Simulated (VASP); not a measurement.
# MoS2 in VASP: notebook

MoS2 is run at these levels: PBE; tasks: single point.

All numbers are computed with VASP 6.6.1; they aren't measurements. Logs are shortened: lines on timing, memory, paths and dates and some standing lists are left out, and cuts for length are marked.

## (1) The cell of the first run

The cell holds a slab with vacuum, 6 atoms: a = 3.171 Å, b = 3.171 Å, c = 29.173 Å, α = 90.00°, β = 90.00°, γ = 120.00°.

## (2) Single point, PBE

The input, INCAR:

```
SYSTEM = MoS2
PREC = Accurate
ENCUT = 520
EDIFF = 1E-7
ISMEAR = 0
SIGMA = 0.05
LREAL = .False.
LASPH = .True.
NELM = 60
ALGO = Normal
ISIF = 2
LWAVE = .False.
LCHARG = .False.
LDIPOL = .True.
IDIPOL = 3
DIPOL = 0.5 0.5 0.511
GGA = PE
NBANDS = 35
```

The input, KPOINTS:

```
Automatic mesh
0
Gamma
  18 18 1
  0 0 0
```

The input, POSCAR:

```
MoS2
1.0
    3.1710014900      0.0000000000      0.0000000000
   -1.5855007500      2.7461678500      0.0000000000
    0.0000000000      0.0000000000     29.1725001791
S Mo
4 2
Direct
    0.0000000000      0.0000000000      0.3427885830
    0.3333333336      0.6666666662      0.4475961912
    0.6666666674      0.3333333336      0.5726463224
    0.0000000000      0.0000000000      0.6818969686
    0.6666666674      0.3333333336      0.3951923918
    0.3333333336      0.6666666662      0.6272780001
```

Potentials or basis: VASP PAW PBE potentials, release 64 (S, Mo_sv).

On the command line:

```bash
cat potpaw_PBE.64/S/POTCAR potpaw_PBE.64/Mo_sv/POTCAR > POTCAR
mpirun -np 1 vasp_std > vasp.out
```

OUTCAR:

```text
SYSTEM = MoS2
   PREC = Accurate
   ENCUT = 520
   EDIFF = 1E-7
   ISMEAR = 0
   LREAL = .False.
   LASPH = .True.
   NELM = 60
   ISIF = 2
   GGA = PE

 ion  position               nearest neighbor table
   1  0.000  0.000  0.343-   5 2.39   5 2.39   5 2.39
   2  0.333  0.667  0.448-   5 2.39   5 2.39   5 2.39
   3  0.667  0.333  0.573-   6 2.43   6 2.43   6 2.43
   4  0.000  0.000  0.682-   6 2.43   6 2.43   6 2.43
   5  0.667  0.333  0.395-   2 2.39   2 2.39   2 2.39   1 2.39   1 2.39   1 2.39
   6  0.333  0.667  0.627-   4 2.43   4 2.43   4 2.43   3 2.43   3 2.43   3 2.43

  LATTYP: Found a hexagonal cell.
 ALAT       =     3.1710014900
 C/A-ratio  =     9.1997749831

  Lattice vectors:

 A1 = (   3.1710014900,   0.0000000000,   0.0000000000)
 A2 = (  -1.5855007500,   2.7461678500,   0.0000000000)
 A3 = (   0.0000000000,   0.0000000000,  29.1725001791)

Analysis of symmetry for initial positions (statically):
=====================================================================
 Subroutine PRICEL returns:
 Original cell was already a primitive cell.

 Routine SETGRP: Setting up the symmetry group for a
 hexagonal supercell.

 Subroutine GETGRP returns: Found  6 space group operations
 (whereof  6 operations were pure point group operations)
 out of a pool of 24 trial point group operations.

The static configuration has the point symmetry C_3v.

Analysis of symmetry for dynamics (positions and initial velocities):
=====================================================================
 Subroutine PRICEL returns:
 Original cell was already a primitive cell.

 Routine SETGRP: Setting up the symmetry group for a
 hexagonal supercell.

 Subroutine GETGRP returns: Found  6 space group operations
 (whereof  6 operations were pure point group operations)
 out of a pool of 24 trial point group operations.

The dynamic configuration has the point symmetry C_3v.

 Subroutine INISYM returns: Found  6 space group operations
 (whereof  6 operations are pure point group operations),
 and found     1 'primitive' translations

----------------------------------------------------------------------------------------

                                     Primitive cell

  volume of cell :     254.0371

  direct lattice vectors                    reciprocal lattice vectors
     3.171001490  0.000000000  0.000000000     0.315357783  0.182071901  0.000000000
    -1.585500750  2.746167850  0.000000000     0.000000000  0.364143801  0.000000000
     0.000000000  0.000000000 29.172500179     0.000000000  0.000000000  0.034278858

  length of vectors
     3.171001490  3.171001496 29.172500179     0.364143802  0.364143801  0.034278858

  position of ions in fractional coordinates (direct lattice)
     0.000000000  0.000000000  0.342788583
     0.333333334  0.666666666  0.447596191
     0.666666667  0.333333334  0.572646322
     0.000000000  0.000000000  0.681896969
     0.666666667  0.333333334  0.395192392
     0.333333334  0.666666666  0.627278000

  ion indices of the primitive-cell ions
   primitive index   ion index
                 1           1
                 2           2
                 3           3
                 4           4
                 5           5
                 6           6

----------------------------------------------------------------------------------------

 KPOINTS: Automatic mesh

Automatic generation of k-mesh.
 Grid dimensions read from file:
 generate k-points for:   18   18    1

 Generating k-lattice:

  Cartesian coordinates                     Fractional coordinates (reciprocal lattice)
     0.017519877  0.010115106  0.000000000     0.055555556 -0.000000000  0.000000000
     0.000000000  0.020230211  0.000000000     0.000000000  0.055555556  0.000000000
     0.000000000  0.000000000  0.034278858     0.000000000  0.000000000  1.000000000

  Length of vectors
     0.020230211  0.020230211  0.034278858

  Shift w.r.t. Gamma in fractional coordinates (k-lattice)
     0.000000000  0.000000000  0.000000000

 Subroutine IBZKPT returns following result:
 ===========================================

 Found     37 irreducible k-points:

 Following reciprocal coordinates:
            Coordinates               Weight
  0.000000  0.000000  0.000000      1.000000
  0.055556 -0.000000  0.000000      6.000000
  0.111111 -0.000000  0.000000      6.000000
  0.166667 -0.000000  0.000000      6.000000
  0.222222 -0.000000  0.000000      6.000000
  0.277778 -0.000000  0.000000      6.000000
[... 16 lines left out ...]
  0.333333  0.111111  0.000000     12.000000
  0.388889  0.111111  0.000000     12.000000
 [... further k-points ...]
   k-points           NKPTS =     37   k-points in BZ     NKDIM =     37   number of bands    NBANDS=     35
   number of dos      NEDOS =    301   number of ions     NIONS =      6
   total plane-waves  NPLWV = 129024
   dimension x,y,z NGX =    24 NGY =   24 NGZ =  224
   dimension x,y,z NGXF=    48 NGYF=   48 NGZF=  448
   ions per type =               4   2
   NGX,Y,Z   is equivalent  to a cutoff of  12.58, 12.58, 12.77 a.u.
   NGXF,Y,Z  is equivalent  to a cutoff of  25.16, 25.16, 25.53 a.u.
 SYSTEM =  MoS2
   PREC   = accura    normal or accurate (medium, high low for compatibility)
   ISTART =      0    job   : 0-new  1-cont  2-samecut
   ICHARG =      2    charge: 1-file 2-atom 10-const
   ISPIN  =      1    spin polarized calculation?
   LNONCOLLINEAR =      F non collinear calculations
   LSORBIT =      F    spin-orbit coupling
   LASPH  =      T    aspherical Exc in radial PAW
   ENCUT  =  520.0 eV  38.22 Ry    6.18 a.u.   5.90  5.90 54.24*2*pi/ulx,y,z
   NELM   =     60;   NELMIN=  2; NELMDL= -5     # of ELM steps
   EDIFF  = 0.1E-06   stopping-criterion for ELM
   LREAL  =      F    real-space projection
   EDIFFG = 0.1E-05   stopping-criterion for IOM
   NSW    =      0    number of steps for IOM
   IBRION =     -1    ionic relax: 0-MD 1-quasi-New 2-CG
   NFREE  =      0    steps in history (QN), initial steepest desc. (CG)
   ISIF   =      2    stress and relaxation
   ISYM   =      2    0-nonsym 1-usesym 2-fastsym
   POTIM  = 0.5000    time-step for ionic-motion
   TEBEG  =    0.0;   TEEND  =   0.0 temperature during run
   PSTRESS=    0.0 pullay stress
   NELECT =      52.0000    total number of electrons
   NUPDOWN=      -1.0000    fix difference up-down
   EMIN   =  10.00;   EMAX   =-10.00  energy-range for DOS
   EFERMI =   0.00;   METHOD = LEGACY
   ISMEAR =     0;   SIGMA  =   0.05  broadening in eV -4-tet -1-fermi 0-gaus
   EFERMI_NEDOS =   21; number of points for ismear=-14 and -15
   IALGO  =     38    algorithm
   IMIX   =      4    mixing-type and parameters
     AMIX     =   0.40;   BMIX     =  1.00
     AMIX_MAG =   1.60;   BMIX_MAG =  1.00
  volume/ion in A,a.u.               =      42.34       285.72
  Fermi-wavevector in a.u.,A,eV,Ry     =   0.964814  1.823234 12.665199  0.930866
  Thomas-Fermi vector in A             =   2.094477
   LORBIT       =      0    0 simple, 1 ext, 2 COOP (PROOUT), +10 PAW based schemes
   GGA     = PE    functional components
   LHFCALC =     F    Hartree Fock is set to
   AEXX    =    0.0000 exact exchange contribution
   IVDW    =     0    specifies the selected vdW correction
   LEPSILON=     F    determine dielectric tensor
   LRPA    =     F    only Hartree local field effects (RPA)
 non-spin polarized calculation
 Gauss-broadening in eV      SIGMA  =   0.05
  energy-cutoff  :      520.00
  volume of cell :      254.04
 maximum number of plane-waves:      6890
 NGX is ok and might be reduce to    24
   NGX = 11   NGY = 11   NGZ =109

 dipolmoment           0.000000      0.000000     -0.071459 electrons x Angstroem

 number of electron      51.9999995 magnetization

 dipolmoment           0.000000      0.000000      0.002897 electrons x Angstroem

 Free energy of the ion-electron system (eV)
  ---------------------------------------------------
  ext. energy  EPLUGINS =         0.00000000
  ---------------------------------------------------
  free energy    TOTEN  =       -41.97118393 eV

  energy without entropy =      -41.96799911  energy(sigma->0) =      -41.96959152

 E-fermi :   0.3597     XC(G=0):  -4.9844

 val. band max:        0.3355264600   @ k =   0.1667   0.1667   0.0000
 cond. band min:       0.3617843573   @ k =   0.2222   0.1667   0.0000
 fundamental gap:      0.0262578973
 Fermi energy:         0.3596618499

 k-point     1 :       0.0000    0.0000    0.0000
  band No.  band energies     occupation
      1     -61.5015      2.00000
      2     -61.4727      2.00000
      3     -35.5675      2.00000
      4     -35.5256      2.00000
      5     -35.4997      2.00000
      6     -35.4997      2.00000
[... 27 lines left out ...]
     34       3.7528      0.00000
     35       4.8879      0.00000

 k-point     2 :       0.0556   -0.0000    0.0000
  band No.  band energies     occupation
      1     -61.5002      2.00000
      2     -61.4715      2.00000
      3     -35.5651      2.00000
      4     -35.5233      2.00000
      5     -35.5120      2.00000
      6     -35.5025      2.00000
[... 27 lines left out ...]
     34       3.7184      0.00000
     35       4.9592      0.00000

 k-point     3 :       0.1111   -0.0000    0.0000
  band No.  band energies     occupation
      1     -61.4968      2.00000
      2     -61.4681      2.00000
      3     -35.5582      2.00000
      4     -35.5470      2.00000
      5     -35.5168      2.00000
      6     -35.5105      2.00000
[... 27 lines left out ...]
     34       3.6448      0.00000
     35       5.1626      0.00000

 k-point     4 :       0.1667   -0.0000    0.0000
  band No.  band energies     occupation
      1     -61.4914      2.00000
      2     -61.4629      2.00000
      3     -35.6006      2.00000
      4     -35.5472      2.00000
      5     -35.5340      2.00000
      6     -35.5227      2.00000
[... 27 lines left out ...]
     34       3.5954      0.00000
     35       5.4801      0.00000

 k-point     5 :       0.2222   -0.0000    0.0000
  band No.  band energies     occupation
      1     -61.4848      2.00000
      2     -61.4566      2.00000
      3     -35.6655      2.00000
      4     -35.5960      2.00000
      5     -35.5376      2.00000
      6     -35.5339      2.00000
[... 638 lines left out ...]
 k-point    22 :       0.2778    0.1111    0.0000
  band No.  band energies     occupation
      1     -61.4695      2.00000
      2     -61.4418      2.00000
      3     -35.7955      2.00000
      4     -35.7206      2.00000
      5     -35.5916      2.00000
      6     -35.5260      2.00000
[... 27 lines left out ...]
     34       4.3201      0.00000
     35       6.9690      0.00000

 k-point    23 :       0.3333    0.1111    0.0000
  band No.  band energies     occupation
      1     -61.4645      2.00000
      2     -61.4369      2.00000
      3     -35.8398      2.00000
      4     -35.7631      2.00000
      5     -35.6070      2.00000
      6     -35.5408      2.00000
[... 27 lines left out ...]
     34       4.6244      0.00000
     35       6.5567      0.00000

 k-point    24 :       0.3889    0.1111    0.0000
  band No.  band energies     occupation
      1     -61.4612      2.00000
      2     -61.4337      2.00000
      3     -35.8685      2.00000
      4     -35.7906      2.00000
      5     -35.6171      2.00000
      6     -35.5504      2.00000
[... 27 lines left out ...]
     34       4.7652      0.00000
     35       6.1131      0.00000

 [... further k-points ...]

------------------------ aborting loop because EDIFF is reached ----------------------------------------

 vacuum level on the upper side and lower side of the slab       (xc-potential included)        -0.088        -0.148

  FORCE on cell =-STRESS in cart. coord.  units (eV):
  Direction    XX          YY          ZZ          XY          YZ          ZX
  --------------------------------------------------------------------------------------
  -------------------------------------------------------------------------------------
  Total        2.4524762      2.4524762      3.2380446     -0.0000000     -0.0000000     -0.0000000
  in kB       15.4674319     15.4674320     20.4219042     -0.0000000     -0.0000000     -0.0000000
  external PRESSURE =      17.1189227 kB  Pullay stress =       0.0000000 kB

 VOLUME and BASIS-vectors are now :
 -----------------------------------------------------------------------------
  energy-cutoff  :      520.00
  volume of cell :      254.04
      direct lattice vectors                 reciprocal lattice vectors
     3.171001490  0.000000000  0.000000000     0.315357783  0.182071901  0.000000000
    -1.585500750  2.746167850  0.000000000     0.000000000  0.364143801  0.000000000
     0.000000000  0.000000000 29.172500179     0.000000000  0.000000000  0.034278858

 POSITION                                       TOTAL-FORCE (eV/Angst)
 -----------------------------------------------------------------------------------
      0.00000      0.00000     10.00000        -0.000000      0.000000     -1.057312
     -0.00000      1.83078     13.05750        -0.000000      0.000000      1.048633
      1.58550      0.91539     16.70552        -0.000000      0.000000     -0.019380
      0.00000      0.00000     19.89264         0.000000      0.000000      0.027599
      1.58550      0.91539     11.52875         0.000000      0.000000      0.010093
     -0.00000      1.83078     18.29927         0.000000     -0.000000     -0.009633
 -----------------------------------------------------------------------------------
    total drift:                               -0.000008      0.000001      0.000057

  FREE ENERGIE OF THE ION-ELECTRON SYSTEM (eV)
  ---------------------------------------------------
  free  energy   TOTEN  =       -41.9711839259 eV

  energy  without entropy=      -41.9679991073  energy(sigma->0) =      -41.96959152

 vacuum level on the upper side and lower side of the slab         5.366         5.305
```

Run time: 5.6 min. Hardware: 1 thread of Intel Xeon 6975P-C (Granite Rapids), shared host; peak memory 0.5 GiB.

Results:

```yaml
Free_energy: -41.9712 eV
Largest_force: 1.057 eV/Å
Band_gap_on_the_k_mesh: zero (band 26 reaches 0.80 eV, above the bottom of band 27 at 0.00 eV)
```

Forces on the atoms (eV/Å):
```
S    0.000  0.000 -1.057
S    0.000  0.000  1.049
S    0.000  0.000 -0.019
S    0.000  0.000  0.028
Mo   0.000  0.000  0.010
Mo   0.000  0.000 -0.010
```

## (3) Single point, PBE, collinear spin, ferromagnetic start

The input, INCAR:

```
ALGO = Normal ; DIPOL = 0.5 0.5 0.511
EDIFF = 1E-6 ; ENCUT = 520
GGA = PE ; IDIPOL = 3
ISIF = 2 ; ISMEAR = 0
ISPIN = 2 ; LASPH = True
LCHARG = False ; LDIPOL = True
LMAXMIX = 4 ; LORBIT = 11
LREAL = False ; LWAVE = False
MAGMOM = 0 0 0 0 1 1 ; NBANDS = 39
NELM = 150 ; PREC = Accurate
SIGMA = 0.05
```

The input, KPOINTS:

```
k-points
0
Gamma
  9 9 1
```

The input, POSCAR:

```
MoS2
1.0
    3.1710014924      0.0000000029      0.0000000000
   -1.5855007487      2.7461678464      0.0000000000
    0.0000000000      0.0000000000     29.1725001791
S Mo
4 2
Direct
    0.0000000000      0.0000000000      0.3427885830
    0.3333333333      0.6666666667      0.4475961912
    0.6666666667      0.3333333333      0.5726463224
    0.0000000000      0.0000000000      0.6818969686
    0.6666666667      0.3333333333      0.3951923918
    0.3333333333      0.6666666667      0.6272780001
```

Potentials or basis: VASP PAW PBE potentials, release 64 (S, Mo_sv).

On the command line:

```bash
cat potpaw_PBE.64/S/POTCAR potpaw_PBE.64/Mo_sv/POTCAR > POTCAR
mpirun -np 1 vasp_std > vasp.out
```

OUTCAR:

```text
EDIFF = 1E-6
   ENCUT = 520
   GGA = PE
   ISIF = 2
   ISMEAR = 0
   ISPIN = 2
   LASPH = True
   LORBIT = 11
   LREAL = False
   NELM = 150
   PREC = Accurate

 ion  position               nearest neighbor table
   1  0.000  0.000  0.343-   5 2.39   5 2.39   5 2.39
   2  0.333  0.667  0.448-   5 2.39   5 2.39   5 2.39
   3  0.667  0.333  0.573-   6 2.43   6 2.43   6 2.43
   4  0.000  0.000  0.682-   6 2.43   6 2.43   6 2.43
   5  0.667  0.333  0.395-   2 2.39   2 2.39   2 2.39   1 2.39   1 2.39   1 2.39
   6  0.333  0.667  0.627-   4 2.43   4 2.43   4 2.43   3 2.43   3 2.43   3 2.43

  LATTYP: Found a hexagonal cell.
 ALAT       =     3.1710014924
 C/A-ratio  =     9.1997749761

  Lattice vectors:

 A1 = (   3.1710014924,   0.0000000029,   0.0000000000)
 A2 = (  -1.5855007487,   2.7461678464,   0.0000000000)
 A3 = (   0.0000000000,   0.0000000000,  29.1725001791)

Analysis of symmetry for initial positions (statically):
=====================================================================
 Subroutine PRICEL returns:
 Original cell was already a primitive cell.
[... 1189 lines left out ...]
  Total        2.4110113      2.4110113      3.1568951      0.0000000      0.0000000     -0.0000000
  in kB       15.2059181     15.2059181     19.9101056      0.0000000      0.0000000     -0.0000000
  external PRESSURE =      16.7739806 kB  Pullay stress =       0.0000000 kB

 VOLUME and BASIS-vectors are now :
 -----------------------------------------------------------------------------
  energy-cutoff  :      520.00
  volume of cell :      254.04
      direct lattice vectors                 reciprocal lattice vectors
     3.171001492  0.000000003  0.000000000     0.315357783  0.182071901  0.000000000
    -1.585500749  2.746167846  0.000000000    -0.000000000  0.364143802  0.000000000
     0.000000000  0.000000000 29.172500179     0.000000000  0.000000000  0.034278858

 POSITION                                       TOTAL-FORCE (eV/Angst)
 -----------------------------------------------------------------------------------
      0.00000      0.00000     10.00000        -0.000000     -0.000000     -1.054844
     -0.00000      1.83078     13.05750        -0.000000     -0.000000      1.051881
      1.58550      0.91539     16.70552        -0.000000     -0.000000      0.009265
      0.00000      0.00000     19.89264         0.000000     -0.000000     -0.007912
      1.58550      0.91539     11.52875         0.000000      0.000000     -0.000537
     -0.00000      1.83078     18.29927        -0.000000      0.000000      0.002146
 -----------------------------------------------------------------------------------
    total drift:                                0.000000     -0.000000     -0.002516

  FREE ENERGIE OF THE ION-ELECTRON SYSTEM (eV)
  ---------------------------------------------------
  free  energy   TOTEN  =       -41.9785948932 eV

  energy  without entropy=      -41.9784060274  energy(sigma->0) =      -41.97850046

 vacuum level on the upper side and lower side of the slab         5.329         5.276

 total charge

# of ion       s       p       d       tot
------------------------------------------
    1        1.365   2.348   0.000   3.713
    2        1.366   2.346   0.000   3.712
    3        1.366   2.319   0.000   3.685
    4        1.366   2.320   0.000   3.686
    5        2.305   6.234   3.959  12.498
    6        2.288   6.213   3.892  12.393
--------------------------------------------------
tot         10.056  21.779   7.851  39.686

 magnetization (x)

# of ion       s       p       d       tot
------------------------------------------
    1        0.000   0.000   0.000   0.000
    2        0.000   0.000   0.000   0.000
    3        0.000   0.000   0.000   0.000
    4        0.000   0.000   0.000   0.000
    5       -0.000  -0.000   0.000   0.000
    6       -0.000  -0.000  -0.000  -0.000
--------------------------------------------------
tot          0.000   0.000  -0.000   0.000
```

Run time: 4.5 min. Hardware: 1 thread of Intel Xeon 6975P-C (Granite Rapids), shared host; peak memory 0.54 GiB.

What came out:

```
Free energy                                           : -41.9786 eV
Largest force                                         : 1.055 eV/Å
Band gap on the k mesh                                : zero (filled and empty bands overlap)
Net moment                                            : 0.00 μB per cell
Valence electrons inside the program's atomic spheres : S 3.71, 3.69; Mo 12.50, 12.39
```

Forces on the atoms (eV/Å):
```
S    0.000  0.000 -1.055
S    0.000  0.000  1.052
S    0.000  0.000  0.009
S    0.000  0.000 -0.008
Mo   0.000  0.000 -0.001
Mo   0.000  0.000  0.002
```
